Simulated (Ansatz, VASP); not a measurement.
# Two plane-wave programs on Si2Ni

The input INCAR:

```
SYSTEM = Si2Ni
PREC = Accurate
ENCUT = 520
EDIFF = 1E-7
ISMEAR = -1
SIGMA = 0.05
LREAL = .FALSE.
LASPH = .TRUE.
NELM = 150
ALGO = Normal
ISIF = 2
LWAVE = .FALSE.
LCHARG = .FALSE.
ISPIN = 2
MAGMOM = 1 0 0
LORBIT = 11
LMAXMIX = 4
LDAU = .TRUE.
LDAUTYPE = 2
LDAUL = 2 -1
LDAUU = 2 0
LDAUJ = 0 0
LDAUPRINT = 1
GGA = PS
NBANDS = 20
```

The input KPOINTS:

```
Automatic mesh
0
G
  9 9 9
  0 0 0
```

File POSCAR:

```
Si2Ni
1.0
    0.0000000000      2.7030000000      2.7030000000
    2.7030000000      0.0000000000      2.7030000000
    2.7030000000      2.7030000000      0.0000000000
Ni Si
1 2
Direct
    0.0000000000      0.0000000000      0.0000000000
    0.7500000000      0.7500000000      0.7500000000
    0.2500000000      0.2500000000      0.2500000000
```

input.yaml

```yaml
crystal:
  lattice:
    - [0.0, 2.703, 2.703]
    - [2.703, 0.0, 2.703]
    - [2.703, 2.703, 0.0]
  atoms:
    - { symbol: Ni, position: [0.0, 0.0, 0.0], spin: 1.0 }
    - { symbol: Si, position: [0.75, 0.75, 0.75] }
    - { symbol: Si, position: [0.25, 0.25, 0.25] }
hamiltonian:
  xc: pbesol
  pseudopotentials: { kind: paw }
  hubbard: { sites: [{ species: Ni, l: d, u_eff: 2.0 }] }
magnetization:
  spin_polarized: true
kpoints:
  mp_grid: { grid: [9, 9, 9] }
scf:
  occupations: { method: fermi_dirac, width: 0.05 }
  n_extra_bands: 7
output:
  forces: true
  stress: true
  eigenvalues: true
  dos: { projected: true, de: 0.05, nscf_kmesh: { grid: [14, 14, 14] } }
```

Alike in both runs: functional PBEsol; k mesh 9 × 9 × 9; occupations fermi-dirac, width 0.05 eV; collinear spin; Hubbard terms Ni d U = 2.0 eV.

```csv
,VASP,Ansatz
version,VASP 6.6.1,Ansatz 0.2.0
potentials or method,"VASP PAW PBE potentials, release 64 (Ni, Si)",Ansatz PAW
plane-wave cutoff (eV),520,420
valence electrons in the cell,18,26
task,single point,projected density of states
```

|  | VASP | Ansatz | Ansatz less VASP |
| --- | --- | --- | --- |
| gap on the k mesh at the Fermi level (eV) | none | none | - |
| pressure (GPa) | -2.5 | -1.1 | +1.48 |
| net moment per atom (μB) | 0.00 | 0.00 | 0.000 |

VASP's potentials were made for PBE, not for PBEsol. The programs project onto different local orbitals, so the same U acts differently, and such runs can settle in different states. A gap of «none» marks a metal or a gap that the smearing closes. VASP's potentials hold 18 valence electrons a cell and Ansatz's 26, so a difference there can come from the potentials and not from the codes.

Noted on Ansatz's run: the magnetic or orbital state may not be the lowest.
